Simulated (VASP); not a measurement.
Input of a VASP 6.6.1 run:

INCAR

```
SYSTEM = Nd3H2
ALGO = Normal
EDIFF = 1E-6
ENCUT = 500
GGA = PE
GGA_COMPAT = .False.
ISIF = 2
ISMEAR = 0
LASPH = .True.
LCHARG = .False.
LMAXMIX = 6
LREAL = .False.
LWAVE = .False.
NBANDS = 26
NELM = 200
PREC = Accurate
SIGMA = 0.1
```

Contents of KPOINTS:

```
k-points
0
Gamma
  6 6 4
  0 0 0
```

The input POSCAR:

```
Nd3H2
1.0
    4.6865532500      0.0000000000      0.0000000000
   -2.3432766300      4.0586741700      0.0000000000
    0.0000000000      0.0000000000      5.3373561500
Nd H
3 2
Direct
    0.0000000000      0.0000000000      0.0000000000
    0.3333333300      0.6666666700      0.5000000000
    0.6666666700      0.3333333300      0.5000000000
    0.3333333300      0.6666666700      0.0000000000
    0.6666666700      0.3333333300      0.0000000000
```

Potentials or basis: VASP PAW PBE potentials, release 64 (Nd_3, H), 4f in core.

Run with:

```bash
$ cat potpaw_PBE.64/Nd_3/POTCAR potpaw_PBE.64/H/POTCAR > POTCAR
$ mpirun -np 1 vasp_std > vasp.out
```

(1) Predict the pressure.

(2) What does it give for the band gap on the k mesh?

Answers

(1) 3.0 GPa.

(2) zero (an odd number of electrons rules out a gap without spin polarisation).

Caveat: the stress differs along the axes, from -7 to 8 GPa; spin-orbit coupling is left out, which moves the levels of the heavy elements; the 4f electrons are frozen in the core, so they carry no moment and show no levels.
